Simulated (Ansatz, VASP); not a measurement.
**Two plane-wave programs on TaN**

```
Ta N
1.0
    -0.32812    2.18744    2.18744
     1.85933    0.00000    1.85933
     2.18744    2.18744   -0.32812
Ta N
1 1
Cartesian
  1.8593 2.1874 1.8593
  0.0000 0.0000 0.0000
```

Change from the starting cell: engineering shear strain xz -0.3000, normal strain along z +0.0000.

Alike in both runs: task single point; functional PBEsol; k mesh 18 × 18 × 18; occupations gaussian, width 0.15 eV; no spin polarisation.

```csv
,VASP,Ansatz
version,VASP 6.6.1,Ansatz 0.2.0
potentials or method,"VASP PAW PBE potentials, release 64 (Ta_sv_GW, N), cutoff 700 eV","scalar-relativistic, plane waves, PAW"
valence electrons in the cell,18,18
```

VASP gave:

```
gap on the k mesh at the Fermi level (eV)                     : none
pressure (GPa)                                                : 10.3
traceless stress, the component that is largest in VASP (GPa) : 30.80
```

Task: Estimate Ansatz's values.

Result: gap on the k mesh at the Fermi level (eV): none; pressure (GPa): 10.0; traceless stress, the component that is largest in VASP (GPa): 30.97.

VASP's potentials were made for PBE, not for PBEsol, and Ansatz warns of the same on its side. A gap of «none» marks a metal or a gap that the smearing closes.

Spin-orbit coupling is off throughout.
